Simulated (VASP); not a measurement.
MnO:

```xyz
2
Lattice="0.0000 2.2220 2.2220 2.2220 0.0000 2.2220 2.2220 2.2220 0.0000" Properties=species:S:1:pos:R:3 pbc="T T T"
Mn    0.0000    0.0000    0.0000
O     2.2220    2.2220    2.2220
```

Base run:

| Property | Result |
| --- | --- |
| Program | VASP 6.6.1 |
| Functional | PBE |
| Potentials or basis | VASP PAW PBE potentials, release 64 (Mn_pv, O) |
| Cutoff | 520 eV |
| k mesh | 8 × 8 × 8 |
| Occupations | gaussian, width 0.05 eV |
| Spin | collinear spin, ferromagnetic start |
| Starting moments | [4.7, 0.0] μB |
| Hubbard terms | Mn d U = 3.9 eV |

Its results: band gap on the k mesh 0.21 eV, indirect (least direct gap 2.70 eV); pressure 7.9 GPa; net moment 5.00 μB per cell; site moments Mn +4.62; O +0.16 μB.

The run is repeated on the same cell with these changes: potentials or basis from VASP PAW PBE potentials, release 64 (Mn_pv, O) to VASP PAW PBE potentials, release 64 (Mn_sv, O); cutoff from 520 eV to 600 eV; further incar settings from ALGO = Normal; EDIFF = 1e-07; NBANDS = 20 to ALGO = Normal; EDIFF = 1e-06; NBANDS = 22; valence electrons from 19 to 21. What comes out?

Band gap on the k mesh 0.16 eV, indirect (least direct gap 2.73 eV); pressure 5.2 GPa; net moment 5.00 μB per cell; site moments Mn +4.49; O +0.17 μB.

Caveats: a cell with one magnetic atom can't hold antiferromagnetic order, which such compounds often take.

A k mesh can miss the band edges.
